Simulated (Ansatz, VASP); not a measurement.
**Ag in VASP and in Ansatz**

```
Ag
1.0
     2.93000    0.00000    0.00000
    -1.46500    2.53745    0.00000
     0.00000    0.00000    4.79000
Ag
2
Direct
  0.17183 0.54844 0.25000
  0.66667 0.33333 0.75000
```

Alike in both runs: task single point; functional PBE; k mesh 18 × 18 × 10; occupations gaussian, width 0.15 eV; no spin polarisation.

```csv
,VASP,Ansatz
version,VASP 6.6.1,Ansatz 0.2.0
potentials or method,"VASP PAW PBE potentials, release 64 (Ag), cutoff 520 eV","scalar-relativistic, plane waves, PAW"
valence electrons in the cell,22,38
```

```csv
,VASP,Ansatz,Ansatz less VASP
gap on the k mesh at the Fermi level (eV),none,none,-
pressure (GPa),1.9,1.9,+0.04
"traceless stress, the component that is largest in VASP (GPa)",3.28,3.32,+0.034
rms of the force components (eV/Å),0.287,0.290,+0.0022
```

Atom by atom the forces differ by 0.002 eV/Å (rms over components). A gap of «none» marks a metal or a gap that the smearing closes. VASP's potentials hold 22 valence electrons a cell and Ansatz's 38, so a difference there can come from the potentials and not from the codes.
